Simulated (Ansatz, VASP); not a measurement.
# One calculation of As, two programs

The input INCAR:

```
PREC = Accurate
ENCUT = 520
EDIFF = 1E-6
ISMEAR = 0
SIGMA = 0.02
LREAL = False
LASPH = True
NELM = 100
ALGO = Normal
ISIF = 2
LWAVE = False
LCHARG = False
LDIPOL = True
IDIPOL = 3
DIPOL = 0.5 0.5 0.500
GGA = CA
NBANDS = 12
```

KPOINTS

```
regular mesh
0
Gamma
  9 9 1
```

The input POSCAR:

```
As
1.0
    3.6330000000      0.0000000000      0.0000000000
   -1.8165000000      3.1462702920      0.0000000000
    0.0000000000      0.0000000000     28.0000000000
As
2
Direct
    0.3333333333      0.6666666667      0.5105714286
    0.6666666667      0.3333333333      0.4894285714
```

Input for Ansatz:

```yaml
crystal:
  lattice:
    - [3.633, 0.0, 0.0]
    - [-1.8165, 3.146270292, 0.0]
    - [0.0, 0.0, 28.0]
  atoms:
    - { symbol: As, position: [0.3333333333, 0.6666666667, 0.5105714286] }
    - { symbol: As, position: [0.6666666667, 0.3333333333, 0.4894285714] }
  periodic: [true, true, false]
basis:
  ecutwfc: 420
kpoints:
  mp_grid: { grid: [9, 9, 1] }
hamiltonian:
  xc: lda
scf:
  occupations: { method: gaussian, width: 0.02 }
output:
  forces: true
  stress: true
  eigenvalues: true
```

Alike in both runs: task single point; functional LDA; k mesh 9 × 9 × 1; occupations gaussian, width 0.02 eV; no spin polarisation.

```csv
,VASP,Ansatz
version,VASP 6.6.1,Ansatz 0.2.0
potentials or method,"VASP PAW LDA potentials, release 64 (As), cutoff 520 eV","scalar-relativistic, plane waves, PAW"
valence electrons in the cell,10,30
```

```csv
,VASP,Ansatz,Ansatz less VASP
gap on the k mesh at the Fermi level (eV),none,none,-
rms of the force components (eV/Å),2.405,2.396,-0.0098
```

LDA's correlation is that of Perdew and Zunger in VASP and of Perdew and Wang (1992) in Ansatz. Atom by atom the forces differ by 0.010 eV/Å (rms over components). A gap of «none» marks a metal or a gap that the smearing closes. VASP's potentials hold 10 valence electrons a cell and Ansatz's 30, so a difference there can come from the potentials and not from the codes.
